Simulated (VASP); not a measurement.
Wanted: the native input for a VASP 6.6.1 run.

| Item | Value |
| --- | --- |
| Task | single point |
| Functional | PBEsol |
| Potentials or basis | VASP PAW PBE potentials, release 64 (Sc_sv, Al) |
| Cutoff | 520 eV |
| k mesh | 12 × 12 × 12 |
| Occupations | gaussian, width 0.15 eV |
| Spin | no spin polarisation |
| Dipole correction | no |
| Further INCAR settings | ALGO = Fast; EDIFF = 1e-07; NBANDS = 26 |

The structure of Sc3Al lies in POSCAR:

```
Sc3Al
1.0
    5.0310142478      0.0000000000      0.0000000000
    0.0000000000      5.0310142478      0.0000000000
    0.0000000000      0.0000000000      4.3747949981
Sc Al
3 1
Direct
    0.5000000000      0.0000000000      0.5000000000
    0.0000000000      0.5000000000      0.5000000000
    0.5000000000      0.5000000000      0.0000000000
    0.0000000000      0.0000000000      0.0000000000
```

This cell differs from its parent crystal: strain +0.1500 x Voigt [1, 1, 0, 0, 0, 0].

One way to write it, as run:

INCAR

```
SYSTEM = Sc3Al
ALGO     = Fast           ! electronic algorithm
EDIFF    = 1E-7           ! SCF threshold, eV
ENCUT    = 520            ! plane-wave cutoff, eV
GGA      = PS             ! functional
ISIF     = 2              ! what is computed and relaxed
ISMEAR   = 0              ! smearing method
LASPH    = .TRUE.         ! aspherical terms in the spheres
LCHARG   = .FALSE.        ! write CHGCAR
LREAL    = .FALSE.        ! projectors in reciprocal space
LWAVE    = .FALSE.        ! write WAVECAR
NBANDS   = 26             ! bands
NELM     = 60             ! most SCF steps
PREC     = Accurate       ! precision mode
SIGMA    = 0.15           ! smearing width, eV
```

KPOINTS

```
k-points
0
G
  12 12 12
  0 0 0
```

Potentials or basis: VASP PAW PBE potentials, release 64 (Sc_sv, Al).

Run with:

```bash
$ cat potpaw_PBE.64/Sc_sv/POTCAR potpaw_PBE.64/Al/POTCAR > POTCAR
$ mpirun -np 1 vasp_std > vasp.out
```

It gave:

| Quantity | Value |
| --- | --- |
| Pressure | -11.1 GPa |
| Band gap on the k mesh | zero (bands 18 and 19 overlap by 1.54 eV) |

Caveat: the cell differs from its parent crystal (strain +0.1500 x Voigt [1, 1, 0, 0, 0, 0]); the cell stands under tension; the PAW data sets were made with another functional, which shifts forces and pressure a little.

It took 6.8 min on 1 thread of Intel(R) Xeon(R) 6975P-C (Granite Rapids) (shared host), peak memory 0.57 GiB.
